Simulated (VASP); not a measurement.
## F: single point with PBE

The system is F.

```
F
1.0
    -1.36081    1.36081    1.36081
     1.36081   -1.36081    1.36081
     1.36081    1.36081   -1.36081
F
1
Direct
  0.00000 0.00000 0.00000
```

```yaml
Program: VASP 6.6.1
Task: single point
Functional: PBE
Potentials_or_basis: VASP PAW PBE potentials, release 64 (F)
Cutoff: 520 eV
k_mesh: 18 × 18 × 18
Occupations: fermi-dirac, width 0.05 eV
Spin: no spin polarisation
```

```yaml
Pressure: -0.7 GPa
Band_gap_on_the_k_mesh: zero (an odd number of electrons rules out a gap without spin polarisation)
```

Levels at points of the mesh, in eV from the Fermi level:
```tsv
k point	band 1	band 2	band 3	band 4	band 5	band 6	band 7	band 8
(0.00, 0.00, 0.00)	-21.77	0.44	0.44	0.44	13.72	36.40	36.40	36.40
(0.50, 0.00, 0.00)	-20.08	-3.91	-0.58	0.30	19.88	22.53	28.63	36.25
(0.50, 0.50, 0.50)	-19.16	-1.99	-1.99	-1.99	20.38	20.38	31.88	31.88
```

Wall time 16 s on 1 thread of Intel Xeon 8259CL, with other jobs on the host, peak memory 0.12 GiB.

Caveat: an odd number of electrons without spin polarisation forces a metal; a magnetic or distorted state may lie lower.
